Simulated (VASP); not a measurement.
# WC (dq5) (P-6m2) in VASP: notebook

WC (dq5) is run at these levels: LDA; tasks: single point, relaxation of cell and atoms.

Everything below comes from runs of VASP 6.6.1. Logs are shortened: lines on timing, memory, paths and dates and some standing lists are left out, and cuts for length are marked.

**1. The cell of the first run**

Symmetry: P-6m2, No. 187, hexagonal system. Conventional cell: a = 2.882 Å, b = 2.882 Å, c = 2.824 Å, α = 90.00°, β = 90.00°, γ = 120.00°. W (site symmetry -6m2) has 6 C at 2.18 Å and 8 W at 2.82 to 2.88 Å within 2.9 Å. C (site symmetry -6m2) has 6 W at 2.18 Å and 8 C at 2.82 to 2.88 Å within 2.9 Å.

**2. Single point, LDA**

Input file INCAR:

```
SYSTEM = WC
ALGO = Normal
EDIFF = 1E-6
ENCUT = 520
GGA = CA
ISIF = 2
ISMEAR = 0
LASPH = .True.
LCHARG = .False.
LREAL = .False.
LWAVE = .False.
NBANDS = 16
NELM = 100
PREC = Accurate
SIGMA = 0.1
```

Input file KPOINTS:

```
k-points
0
Gamma
  9 9 6
  0 0 0
```

Input file POSCAR:

```
WC
1.0
    2.8820700000      0.0000000000      0.0000000000
   -1.4410350000      2.4959458400      0.0000000000
    0.0000000000      0.0000000000      2.8238700000
W C
1 1
Direct
    0.0000000000      0.0000000000      0.0000000000
    0.6666666700      0.3333333300      0.5000000000
```

Potentials or basis: VASP PAW LDA potentials, release 64 (W_sv, C).

Command:

```console
> cat potpaw_LDA.64/W_sv/POTCAR potpaw_LDA.64/C/POTCAR > POTCAR
> mpirun -np 1 vasp_std > vasp.out
```

OUTCAR:

```text
SYSTEM = WC
   EDIFF = 1E-6
   ENCUT = 520
   GGA = CA
   ISIF = 2
   ISMEAR = 0
   LASPH = .True.
   LREAL = .False.
   NELM = 100
   PREC = Accurate

 ion  position               nearest neighbor table
   1  0.000  0.000  0.000-   2 2.18   2 2.18   2 2.18   2 2.18   2 2.18   2 2.18
   2  0.667  0.333  0.500-   1 2.18   1 2.18   1 2.18   1 2.18   1 2.18   1 2.18

  LATTYP: Found a hexagonal cell.
 ALAT       =     2.8820700000
 C/A-ratio  =     0.9798061810

  Lattice vectors:

 A1 = (   2.8820700000,   0.0000000000,   0.0000000000)
 A2 = (  -1.4410350000,   2.4959458400,   0.0000000000)
 A3 = (   0.0000000000,   0.0000000000,   2.8238700000)

Analysis of symmetry for initial positions (statically):
=====================================================================
 Subroutine PRICEL returns:
 Original cell was already a primitive cell.

 Routine SETGRP: Setting up the symmetry group for a
 hexagonal supercell.

 Subroutine GETGRP returns: Found 12 space group operations
 (whereof 12 operations were pure point group operations)
 out of a pool of 24 trial point group operations.

The static configuration has the point symmetry D_3h.

Analysis of symmetry for dynamics (positions and initial velocities):
=====================================================================
 Subroutine PRICEL returns:
 Original cell was already a primitive cell.

 Routine SETGRP: Setting up the symmetry group for a
 hexagonal supercell.

 Subroutine GETGRP returns: Found 12 space group operations
 (whereof 12 operations were pure point group operations)
 out of a pool of 24 trial point group operations.

The dynamic configuration has the point symmetry D_3h.

 Subroutine INISYM returns: Found 12 space group operations
 (whereof 12 operations are pure point group operations),
 and found     1 'primitive' translations

----------------------------------------------------------------------------------------

                                     Primitive cell

  volume of cell :      20.3135

  direct lattice vectors                    reciprocal lattice vectors
     2.882070000  0.000000000  0.000000000     0.346972835  0.200324860  0.000000000
    -1.441035000  2.495945840  0.000000000     0.000000000  0.400649719  0.000000000
     0.000000000  0.000000000  2.823870000     0.000000000  0.000000000  0.354123950

  length of vectors
     2.882070000  2.882070004  2.823870000     0.400649720  0.400649719  0.354123950

  position of ions in fractional coordinates (direct lattice)
     0.000000000  0.000000000  0.000000000
     0.666666670  0.333333330  0.500000000

  ion indices of the primitive-cell ions
   primitive index   ion index
                 1           1
                 2           2

----------------------------------------------------------------------------------------

 KPOINTS: k-points

Automatic generation of k-mesh.
 Grid dimensions read from file:
 generate k-points for:    9    9    6

 Generating k-lattice:

  Cartesian coordinates                     Fractional coordinates (reciprocal lattice)
     0.038552537  0.022258318  0.000000000     0.111111111  0.000000000  0.000000000
     0.000000000  0.044516635  0.000000000     0.000000000  0.111111111  0.000000000
     0.000000000  0.000000000  0.059020658     0.000000000  0.000000000  0.166666667

  Length of vectors
     0.044516636  0.044516635  0.059020658

  Shift w.r.t. Gamma in fractional coordinates (k-lattice)
     0.000000000  0.000000000  0.000000000

 Subroutine IBZKPT returns following result:
 ===========================================

 Found     48 irreducible k-points:

 Following reciprocal coordinates:
            Coordinates               Weight
  0.000000  0.000000  0.000000      1.000000
  0.111111  0.000000  0.000000      6.000000
  0.222222  0.000000  0.000000      6.000000
  0.333333  0.000000  0.000000      6.000000
  0.444444  0.000000  0.000000      6.000000
  0.111111  0.111111  0.000000      6.000000
[... 16 lines left out ...]
  0.333333  0.222222  0.166667     24.000000
  0.333333  0.333333  0.166667      4.000000
 [... further k-points ...]
   k-points           NKPTS =     48   k-points in BZ     NKDIM =     48   number of bands    NBANDS=     16
   number of dos      NEDOS =    301   number of ions     NIONS =      2
   total plane-waves  NPLWV =  13824
   dimension x,y,z NGX =    24 NGY =   24 NGZ =   24
   dimension x,y,z NGXF=    48 NGYF=   48 NGZF=   48
   ions per type =               1   1
   NGX,Y,Z   is equivalent  to a cutoff of  13.84, 13.84, 14.13 a.u.
   NGXF,Y,Z  is equivalent  to a cutoff of  27.69, 27.69, 28.26 a.u.
 SYSTEM =  WC
   PREC   = accura    normal or accurate (medium, high low for compatibility)
   ISTART =      0    job   : 0-new  1-cont  2-samecut
   ICHARG =      2    charge: 1-file 2-atom 10-const
   ISPIN  =      1    spin polarized calculation?
   LNONCOLLINEAR =      F non collinear calculations
   LSORBIT =      F    spin-orbit coupling
   LASPH  =      T    aspherical Exc in radial PAW
   ENCUT  =  520.0 eV  38.22 Ry    6.18 a.u.   5.36  5.36  5.25*2*pi/ulx,y,z
   NELM   =    100;   NELMIN=  2; NELMDL= -5     # of ELM steps
   EDIFF  = 0.1E-05   stopping-criterion for ELM
   LREAL  =      F    real-space projection
   EDIFFG = 0.1E-04   stopping-criterion for IOM
   NSW    =      0    number of steps for IOM
   IBRION =     -1    ionic relax: 0-MD 1-quasi-New 2-CG
   NFREE  =      0    steps in history (QN), initial steepest desc. (CG)
   ISIF   =      2    stress and relaxation
   ISYM   =      2    0-nonsym 1-usesym 2-fastsym
   POTIM  = 0.5000    time-step for ionic-motion
   TEBEG  =    0.0;   TEEND  =   0.0 temperature during run
   PSTRESS=    0.0 pullay stress
   NELECT =      18.0000    total number of electrons
   NUPDOWN=      -1.0000    fix difference up-down
   EMIN   =  10.00;   EMAX   =-10.00  energy-range for DOS
   EFERMI =   0.00;   METHOD = LEGACY
   ISMEAR =     0;   SIGMA  =   0.10  broadening in eV -4-tet -1-fermi 0-gaus
   EFERMI_NEDOS =   21; number of points for ismear=-14 and -15
   IALGO  =     38    algorithm
   IMIX   =      4    mixing-type and parameters
     AMIX     =   0.40;   BMIX     =  1.00
     AMIX_MAG =   1.60;   BMIX_MAG =  1.00
  volume/ion in A,a.u.               =      10.16        68.54
  Fermi-wavevector in a.u.,A,eV,Ry     =   1.572428  2.971459 33.640826  2.472531
  Thomas-Fermi vector in A             =   2.673864
   LORBIT       =      0    0 simple, 1 ext, 2 COOP (PROOUT), +10 PAW based schemes
   GGA     = CA    functional components
   LHFCALC =     F    Hartree Fock is set to
   AEXX    =    0.0000 exact exchange contribution
   IVDW    =     0    specifies the selected vdW correction
   LEPSILON=     F    determine dielectric tensor
   LRPA    =     F    only Hartree local field effects (RPA)
 non-spin polarized calculation
 Gauss-broadening in eV      SIGMA  =   0.10
  energy-cutoff  :      520.00
  volume of cell :       20.31
 maximum number of plane-waves:       567
 NGX is ok and might be reduce to    24
   NGX = 11   NGY = 11   NGZ = 11

 number of electron      18.0000000 magnetization

 Free energy of the ion-electron system (eV)
  ---------------------------------------------------
  ext. energy  EPLUGINS =         0.00000000
  ---------------------------------------------------
  free energy    TOTEN  =       -24.69140409 eV

  energy without entropy =      -24.68770330  energy(sigma->0) =      -24.68955370

 E-fermi :  11.3304     XC(G=0): -14.0966

 val. band max:       11.3296470845   @ k =   0.3333   0.2222   0.0000
 cond. band min:      11.3769235899   @ k =   0.0000   0.0000   0.0000
 fundamental gap:      0.0472765055
 Fermi energy:        11.3303774380

 k-point     1 :       0.0000    0.0000    0.0000
  band No.  band energies     occupation
      1     -62.1926      2.00000
      2     -26.4546      2.00000
      3     -26.3133      2.00000
      4     -26.3133      2.00000
      5      -3.1446      2.00000
      6       6.8462      2.00000
[... 8 lines left out ...]
     15      25.8895      0.00000
     16      28.2905      0.00000

 k-point     2 :       0.1111    0.0000    0.0000
  band No.  band energies     occupation
      1     -62.1847      2.00000
      2     -26.4401      2.00000
      3     -26.4251      2.00000
      4     -26.3385      2.00000
      5      -2.8119      2.00000
      6       6.8741      2.00000
[... 8 lines left out ...]
     15      25.3384      0.00000
     16      28.9728      0.00000

 k-point     3 :       0.2222    0.0000    0.0000
  band No.  band energies     occupation
      1     -62.1647      2.00000
      2     -26.7005      2.00000
      3     -26.4030      2.00000
      4     -26.4019      2.00000
      5      -1.9195      2.00000
      6       5.9880      2.00000
[... 8 lines left out ...]
     15      25.2877      0.00000
     16      29.7786      0.00000

 k-point     4 :       0.3333    0.0000    0.0000
  band No.  band energies     occupation
      1     -62.1418      2.00000
      2     -27.0012      2.00000
      3     -26.4729      2.00000
      4     -26.3606      2.00000
      5      -0.7620      2.00000
      6       4.9636      2.00000
[... 8 lines left out ...]
     15      26.4930      0.00000
     16      28.3306      0.00000
[... 324 lines left out ...]
 k-point    22 :       0.2222    0.2222    0.1667
  band No.  band energies     occupation
      1     -62.1208      2.00000
      2     -26.9881      2.00000
      3     -26.6045      2.00000
      4     -26.5334      2.00000
      5       0.1044      2.00000
      6       5.2723      2.00000
[... 8 lines left out ...]
     15      25.4652      0.00000
     16      28.1094      0.00000

 k-point    23 :       0.3333    0.2222    0.1667
  band No.  band energies     occupation
      1     -62.1094      2.00000
      2     -27.0541      2.00000
      3     -26.7213      2.00000
      4     -26.5091      2.00000
      5       0.7361      2.00000
      6       4.9597      2.00000
[... 8 lines left out ...]
     15      25.2845      0.00000
     16      28.3513      0.00000

 k-point    24 :       0.3333    0.3333    0.1667
  band No.  band energies     occupation
      1     -62.1055      2.00000
      2     -26.9507      2.00000
      3     -26.8914      2.00000
      4     -26.5007      2.00000
      5       0.9795      2.00000
      6       5.7061      2.00000
[... 8 lines left out ...]
     15      26.5253      0.00000
     16      27.8383      0.00000

 [... further k-points ...]

------------------------ aborting loop because EDIFF is reached ----------------------------------------

  FORCE on cell =-STRESS in cart. coord.  units (eV):
  Direction    XX          YY          ZZ          XY          YZ          ZX
  --------------------------------------------------------------------------------------
  -------------------------------------------------------------------------------------
  Total        0.3995260      0.3995260     -0.2793980      0.0000000      0.0000000      0.0000000
  in kB       31.5116605     31.5116606    -22.0368469      0.0000000      0.0000000      0.0000000
  external PRESSURE =      13.6621581 kB  Pullay stress =       0.0000000 kB

 VOLUME and BASIS-vectors are now :
 -----------------------------------------------------------------------------
  energy-cutoff  :      520.00
  volume of cell :       20.31
      direct lattice vectors                 reciprocal lattice vectors
     2.882070000  0.000000000  0.000000000     0.346972835  0.200324860  0.000000000
    -1.441035000  2.495945840  0.000000000     0.000000000  0.400649719  0.000000000
     0.000000000  0.000000000  2.823870000     0.000000000  0.000000000  0.354123950

 POSITION                                       TOTAL-FORCE (eV/Angst)
 -----------------------------------------------------------------------------------
      0.00000      0.00000      0.00000         0.000000      0.000000      0.000000
      1.44104      0.83198      1.41193        -0.000000      0.000000      0.000000
 -----------------------------------------------------------------------------------
    total drift:                               -0.000003      0.000002     -0.000000

  FREE ENERGIE OF THE ION-ELECTRON SYSTEM (eV)
  ---------------------------------------------------
  free  energy   TOTEN  =       -24.6914040946 eV

  energy  without entropy=      -24.6877033038  energy(sigma->0) =      -24.68955370
```

Run time: 10 s. Hardware: 1 thread of Intel Xeon 6975P-C (Granite Rapids), shared host; peak memory 0.13 GiB.

What came out:

* Free energy: -24.6914 eV
* Pressure: 1.4 GPa
* Band gap on the k mesh: zero (band 9 reaches 11.84 eV, above the bottom of band 10 at 10.66 eV)

Caveat: the k points lie up to 0.37 Å⁻¹ apart; spin-orbit coupling is left out, which moves the levels of the heavy elements.

(Continued in part 2 of 2.)
